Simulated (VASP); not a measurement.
Runs of VASP 6.6.1 on Ni. The structure is that of space group Im-3m (No. 229), or close to it. The cells are those of the table. This isn't the form of Ni at room conditions, which is fcc.

| task | level | U | cell | k mesh | cutoff (eV) | smearing | dipole correction | grid for exact exchange (PRECFOCK) | share of exact exchange | screening parameter | tolerance level | gap on the mesh (eV) | pressure (GPa) | moment (μB) |
| --- | --- | --- | --- | --- | --- | --- | --- | --- | --- | --- | --- | --- | --- | --- |
| single point | PBEsol-based global hybrid with 25 % exact exchange | - | a = 2.397 Å, angles 109.5°, 1 atom | 7 × 7 × 7 | 520 | fermi-dirac 0.05 eV | no | Normal | 0.25 | - | - | none | -6.6 | 0.53 |
| single point | HSE06 | - | a = 2.397 Å, angles 109.5°, 1 atom | 7 × 7 × 7 | 520 | fermi-dirac 0.05 eV | no | Normal | 0.25 | 0.2079 1/Å | - | none | (b) | 0.86 |
| single point | BLYP+D4 | - | a = 2.413 Å, angles 109.5°, 1 atom | 13 × 13 × 13 | 520 | fermi-dirac 0.05 eV | no | - | - | - | - | none | 0.0 | (a) |
| single point | PBEsol-based screened hybrid with 25 % exact exchange | - | a = 2.397 Å, angles 109.5°, 1 atom | 7 × 7 × 7 | 520 | fermi-dirac 0.05 eV | no | Normal | 0.25 | 0.207 1/Å | - | none | -0.2 | 0.86 |
| band structure | PBE+U | Ni d U = 4 eV | a = 2.397 Å, angles 109.5°, 1 atom | 15 × 15 × 15 | 310 | methfessel-paxton of order 2 0.1 eV | - | - | - | - | screening | - | - | 0.66 |

Alike in all rows: potentials or basis VASP PAW PBE potentials, release 64 (Ni); spin collinear, ferromagnetic start.

Task: Fill in the values left out.

Result: (a) 0.55; (b) 7.2.

Caveats: some runs use coarse meshes; the PAW data sets were made with another functional, which shifts forces and pressure a little (at least some runs); the cutoff is under 1.25 times the usual one of these potentials, so pressure, stress and relaxed cells hold a basis-set (Pulay) error (at least some runs); the U is typed as a test and isn't derived for this compound (at least some runs).

A gap of «none» marks levels without a gap at the run's occupations.
